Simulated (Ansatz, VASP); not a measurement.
# One calculation of NbH2, two programs

```
CELL_PARAMETERS angstrom
2.20520 2.20520 0.00000
-2.20520 2.20520 0.00000
0.00000 0.00000 4.41040
ATOMIC_POSITIONS crystal
Nb 0.00000 0.00000 0.00000
Nb 0.50000 0.50000 0.50000
H 0.00000 0.50000 0.75000
H 0.50000 0.00000 0.75000
H 0.50000 0.00000 0.25000
H 0.00000 0.50000 0.25000
```

Change from the starting cell: equal strain along all axes, cell held, atoms relaxed: -3.0 %.

Alike in both runs: task single point; functional r2SCAN; k mesh 12 × 12 × 8; occupations gaussian, width 0.1 eV; no spin polarisation.

|  | VASP | Ansatz |
| --- | --- | --- |
| version | VASP 6.6.1 | Ansatz 0.2.0 |
| potentials or method | VASP PAW PBE potentials, release 64 (Nb_sv, H), cutoff 520 eV | scalar-relativistic, plane waves, PAW |
| valence electrons in the cell | 30 | 30 |

|  | VASP | Ansatz | Ansatz less VASP |
| --- | --- | --- | --- |
| gap on the k mesh at the Fermi level (eV) | none | none | - |
| pressure (GPa) | 20.2 | 20.6 | +0.38 |

VASP's potentials were made for PBE, not for r2SCAN. A gap of «none» marks a metal or a gap that the smearing closes. With one functional, cell and mesh, what is left measures potentials, basis and numerics.
